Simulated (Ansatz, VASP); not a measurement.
**BeS: VASP beside Ansatz**

Contents of INCAR:

```
  PREC = Accurate
  ENCUT = 520
  EDIFF = 1E-6
  ISMEAR = 0
  SIGMA = 0.05
  LREAL = False
  LASPH = True
  NELM = 100
  ALGO = Normal
  ISIF = 2
  LWAVE = False
  LCHARG = False
  GGA = PS
  NBANDS = 11
```

The input KPOINTS:

```
regular mesh
0
Gamma
  10 10 10
```

POSCAR

```
BeS
1.0
    0.0000000000      2.3361484847      2.4908289633
    2.4908289633      0.0000000000      2.4908289633
    2.4908289633      2.3361484847      0.0000000000
Be S
1 1
Direct
    0.0000000000      0.0000000000      0.0000000000
    0.7500000000      0.7500000000      0.7500000000
```

Input for Ansatz:

```yaml
crystal:
  lattice:
    - [0.0, 2.3361484847, 2.4908289633]
    - [2.4908289633, 0.0, 2.4908289633]
    - [2.4908289633, 2.3361484847, 0.0]
  atoms:
    - { symbol: Be, position: [0.0, 0.0, 0.0] }
    - { symbol: S, position: [0.75, 0.75, 0.75] }
basis:
  ecutwfc: 520.0
kpoints:
  mp_grid: { grid: [10, 10, 10] }
hamiltonian:
  xc: pbesol
scf:
  occupations: { method: gaussian, width: 0.05 }
output:
  forces: true
  stress: true
  eigenvalues: true
```

Alike in both runs: task single point; functional PBEsol; k mesh 10 × 10 × 10; occupations gaussian, width 0.05 eV; no spin polarisation.

```csv
,VASP,Ansatz
version,VASP 6.6.1,Ansatz 0.2.0
potentials or method,"VASP PAW PBE potentials, release 64 (Be, S), cutoff 520 eV","scalar-relativistic, plane waves, PAW"
valence electrons in the cell,8,8
```

|  | VASP | Ansatz | Ansatz less VASP |
| --- | --- | --- | --- |
| gap on the k mesh at the Fermi level (eV) | 2.47 | 2.47 | -0.004 |
| least direct gap on the mesh (eV) | 5.35 | 5.35 | -0.002 |
| pressure (GPa) | -2.1 | -2.3 | -0.15 |
| traceless stress, the component that is largest in VASP (GPa) | 3.54 | 3.56 | +0.019 |

VASP's potentials were made for PBE, not for PBEsol.
